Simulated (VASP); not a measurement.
# InP (P6_3/mmc) in VASP: settings compared

Aim: see how the results for InP move with the level of theory and the settings. Levels: PBE, r2SCAN. Tasks: single point, relaxation of cell and atoms.

All numbers are computed with VASP 6.6.1; they aren't measurements. Logs are shortened: lines on timing, memory, paths and dates and some standing lists are left out, and cuts for length are marked.

## (1) The cell of the first run

The structure is hexagonal, space group P6_3/mmc (No. 194). The conventional cell has a = 3.853 Å, b = 3.853 Å, c = 6.553 Å, α = 90.00°, β = 90.00°, γ = 120.00°. Within 3.6 Å of In (site symmetry -3m) lie 6 P at 2.76 Å and 2 In at 3.28 Å. Within 3.6 Å of P (site symmetry -6m2) lie 6 In at 2.76 Å.

## (2) Single point, PBE

The input, INCAR:

```
SYSTEM = InP
ALGO = Normal
EDIFF = 1E-7
ENCUT = 520
GGA = PE
ISIF = 2
ISMEAR = -1
LASPH = .True.
LCHARG = .False.
LREAL = .False.
LWAVE = .False.
NBANDS = 26
NELM = 80
PREC = Accurate
SIGMA = 0.02
```

The input, KPOINTS:

```
k-points
0
Gamma
  12 12 4
  0 0 0
```

The input, POSCAR:

```
InP
1.0
    3.8532866883      0.0000000000      0.0000000000
   -1.9266433442      3.3370441601      0.0000000000
    0.0000000000      0.0000000000      6.5534407621
In P
2 2
Direct
    0.0000000000      0.0000000000      0.0000000000
    0.0000000000      0.0000000000      0.5000000000
    0.3333333333      0.6666666667      0.2500000000
    0.6666666667      0.3333333333      0.7500000000
```

Potentials or basis: VASP PAW PBE potentials, release 64 (In_d, P).

Started as:

```bash
$ cat potpaw_PBE.64/In_d/POTCAR potpaw_PBE.64/P/POTCAR > POTCAR
$ mpirun -np 1 vasp_std > vasp.out
```

OUTCAR:

```text
SYSTEM = InP
   EDIFF = 1E-7
   ENCUT = 520
   GGA = PE
   ISIF = 2
   ISMEAR = -1
   LASPH = .True.
   LREAL = .False.
   NELM = 80
   PREC = Accurate

 ion  position               nearest neighbor table
   1  0.000  0.000  0.000-   3 2.76   4 2.76   3 2.76   4 2.76   4 2.76   3 2.76   2 3.28   2 3.28

   2  0.000  0.000  0.500-   3 2.76   4 2.76   3 2.76   4 2.76   4 2.76   3 2.76   1 3.28   1 3.28

   3  0.333  0.667  0.250-   1 2.76   2 2.76   1 2.76   2 2.76   1 2.76   2 2.76
   4  0.667  0.333  0.750-   1 2.76   2 2.76   1 2.76   2 2.76   1 2.76   2 2.76

  LATTYP: Found a hexagonal cell.
 ALAT       =     3.8532866883
 C/A-ratio  =     1.7007405086

  Lattice vectors:

 A1 = (   3.8532866883,   0.0000000000,   0.0000000000)
 A2 = (  -1.9266433442,   3.3370441601,   0.0000000000)
 A3 = (   0.0000000000,   0.0000000000,   6.5534407621)

Analysis of symmetry for initial positions (statically):
=====================================================================
 Subroutine PRICEL returns:
 Original cell was already a primitive cell.

 Routine SETGRP: Setting up the symmetry group for a
 hexagonal supercell.

 Subroutine GETGRP returns: Found 24 space group operations
 (whereof 12 operations were pure point group operations)
 out of a pool of 24 trial point group operations.

The static configuration has the point symmetry D_3d.
 The point group associated with its full space group is D_6h.

Analysis of symmetry for dynamics (positions and initial velocities):
=====================================================================
 Subroutine PRICEL returns:
 Original cell was already a primitive cell.

 Routine SETGRP: Setting up the symmetry group for a
 hexagonal supercell.

 Subroutine GETGRP returns: Found 24 space group operations
 (whereof 12 operations were pure point group operations)
 out of a pool of 24 trial point group operations.

The dynamic configuration has the point symmetry D_3d.
 The point group associated with its full space group is D_6h.

 Subroutine INISYM returns: Found 24 space group operations
 (whereof 12 operations are pure point group operations),
 and found     1 'primitive' translations

----------------------------------------------------------------------------------------

                                     Primitive cell

  volume of cell :      84.2680

  direct lattice vectors                    reciprocal lattice vectors
[... 84 lines left out ...]
   ICHARG =      2    charge: 1-file 2-atom 10-const
   ISPIN  =      1    spin polarized calculation?
   LNONCOLLINEAR =      F non collinear calculations
   LSORBIT =      F    spin-orbit coupling
   LASPH  =      T    aspherical Exc in radial PAW
   ENCUT  =  520.0 eV  38.22 Ry    6.18 a.u.   7.16  7.16 12.19*2*pi/ulx,y,z
   NELM   =     80;   NELMIN=  2; NELMDL= -5     # of ELM steps
   EDIFF  = 0.1E-06   stopping-criterion for ELM
   LREAL  =      F    real-space projection
   EDIFFG = 0.1E-05   stopping-criterion for IOM
   NSW    =      0    number of steps for IOM
   IBRION =     -1    ionic relax: 0-MD 1-quasi-New 2-CG
   NFREE  =      0    steps in history (QN), initial steepest desc. (CG)
   ISIF   =      2    stress and relaxation
   ISYM   =      2    0-nonsym 1-usesym 2-fastsym
   POTIM  = 0.5000    time-step for ionic-motion
   TEBEG  =    0.0;   TEEND  =   0.0 temperature during run
   PSTRESS=    0.0 pullay stress
   NELECT =      36.0000    total number of electrons
   NUPDOWN=      -1.0000    fix difference up-down
   EMIN   =  10.00;   EMAX   =-10.00  energy-range for DOS
   EFERMI =   0.00;   METHOD = LEGACY
   ISMEAR =    -1;   SIGMA  =   0.02  broadening in eV -4-tet -1-fermi 0-gaus
   EFERMI_NEDOS =   21; number of points for ismear=-14 and -15
   IALGO  =     38    algorithm
   IMIX   =      4    mixing-type and parameters
     AMIX     =   0.40;   BMIX     =  1.00
     AMIX_MAG =   1.60;   BMIX_MAG =  1.00
  volume/ion in A,a.u.               =      21.07       142.17
  Fermi-wavevector in a.u.,A,eV,Ry     =   1.232976  2.329988 20.683997  1.520231
  Thomas-Fermi vector in A             =   2.367725
   LORBIT       =      0    0 simple, 1 ext, 2 COOP (PROOUT), +10 PAW based schemes
   GGA     = PE    functional components
[... 5 lines left out ...]
 non-spin polarized calculation
  energy-cutoff  :      520.00
  volume of cell :       84.27
 maximum number of plane-waves:      2295
 NGX is ok and might be reduce to    30
   NGX = 15   NGY = 15   NGZ = 25

 number of electron      36.0000017 magnetization

 Free energy of the ion-electron system (eV)
  ---------------------------------------------------
  ext. energy  EPLUGINS =         0.00000000
  ---------------------------------------------------
  free energy    TOTEN  =       -15.57960416 eV

  energy without entropy =      -15.57875279  energy(sigma->0) =      -15.57917847

 E-fermi :   7.1831     XC(G=0): -10.4067

 val. band max:        7.1768597899   @ k =   0.0000   0.0000   0.5000
 cond. band min:       7.2466638716   @ k =   0.2500   0.1667   0.0000
 fundamental gap:      0.0698040816
 Fermi energy:         7.1831250012

 k-point     1 :       0.0000    0.0000    0.0000
  band No.  band energies     occupation
      1      -7.3194      2.00000
      2      -7.2153      2.00000
      3      -7.2153      2.00000
      4      -7.1160      2.00000
      5      -7.1160      2.00000
      6      -7.1072      2.00000
[... 685 lines left out ...]
     25      14.8164      0.00000
     26      14.9679      0.00000

 [... further k-points ...]

------------------------ aborting loop because EDIFF is reached ----------------------------------------

  FORCE on cell =-STRESS in cart. coord.  units (eV):
  Direction    XX          YY          ZZ          XY          YZ          ZX
  --------------------------------------------------------------------------------------
  -------------------------------------------------------------------------------------
  Total        0.8934275      0.8934275      1.0866700     -0.0000000      0.0000000      0.0000000
  in kB       16.9866300     16.9866300     20.6607280     -0.0000000      0.0000000      0.0000000
  external PRESSURE =      18.2113293 kB  Pullay stress =       0.0000000 kB

 VOLUME and BASIS-vectors are now :
 -----------------------------------------------------------------------------
  energy-cutoff  :      520.00
  volume of cell :       84.27
      direct lattice vectors                 reciprocal lattice vectors
     3.853286688  0.000000000  0.000000000     0.259518712  0.149833198  0.000000000
    -1.926643344  3.337044160  0.000000000     0.000000000  0.299666397  0.000000000
     0.000000000  0.000000000  6.553440762     0.000000000  0.000000000  0.152591598

 POSITION                                       TOTAL-FORCE (eV/Angst)
 -----------------------------------------------------------------------------------
      0.00000      0.00000      0.00000         0.000000      0.000000      0.000000
      0.00000      0.00000      3.27672         0.000000      0.000000      0.000000
     -0.00000      2.22470      1.63836        -0.000000      0.000000      0.000000
      1.92664      1.11235      4.91508         0.000000     -0.000000     -0.000000
 -----------------------------------------------------------------------------------
    total drift:                               -0.000000      0.000000      0.000000

  FREE ENERGIE OF THE ION-ELECTRON SYSTEM (eV)
  ---------------------------------------------------
  free  energy   TOTEN  =       -15.5796041598 eV

  energy  without entropy=      -15.5787527892  energy(sigma->0) =      -15.57917847
```

Run time: 56 s. Hardware: 1 thread of AMD EPYC 9R45 (Zen 5), shared host; peak memory 0.23 GiB.

Results:

```
Free energy            : -15.5796 eV
Pressure               : 1.8 GPa
Band gap on the k mesh : zero (bands 18 and 19 overlap by 2.75 eV)
```

Caveat: spin-orbit coupling is left out, which moves the levels of the heavy elements.

[end of part 1 of 2]
